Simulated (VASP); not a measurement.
NbH2:

```
Nb H
1.0
     0.00000    2.28150    2.28150
     2.28150    0.00000    2.28150
     2.28150    2.28150    0.00000
Nb H
1 2
Direct
  0.00000 0.00000 0.00000
  0.25000 0.25000 0.25000
  0.75000 0.75000 0.75000
```

* Program: VASP 6.6.1
* Task: relaxation of cell and atoms
* Functional: PBEsol
* Potentials or basis: VASP PAW PBE potentials, release 64 (Nb_sv, H)
* Cutoff: 600 eV
* k mesh: 16 × 16 × 16
* Occupations: gaussian, width 0.1 eV
* Spin: no spin polarisation

At the start: pressure -5.7 GPa; volume 7.92 Å³/atom.

Task: How do energy, volume and symmetry change on relaxing?

Result: Over 3 steps the energy falls by 4.5 meV/atom and the volume is 7.67 Å³/atom (-3.1 %); space group Fm-3m (No. 225, to 0.1 Å) before and after.

The path:
```tsv
step	energy change (eV)	largest force (eV/Å)	pressure (GPa)	volume (Å³)
1	0.0000	0.0000	-5.72	23.75
2	-0.0122	0.0000	1.89	22.79
3	-0.0135	0.0000	0.00	23.01
```

Final structure:
```
Nb H
1.0
     0.00000    2.25760    2.25760
     2.25760    0.00000    2.25760
     2.25760    2.25760    0.00000
Nb H
1 2
Cartesian
  0.0000 0.0000 0.0000
  1.1288 1.1288 1.1288
  3.3864 3.3864 3.3864
```

Caveat: the PAW data sets were made with another functional, which shifts forces and pressure a little.
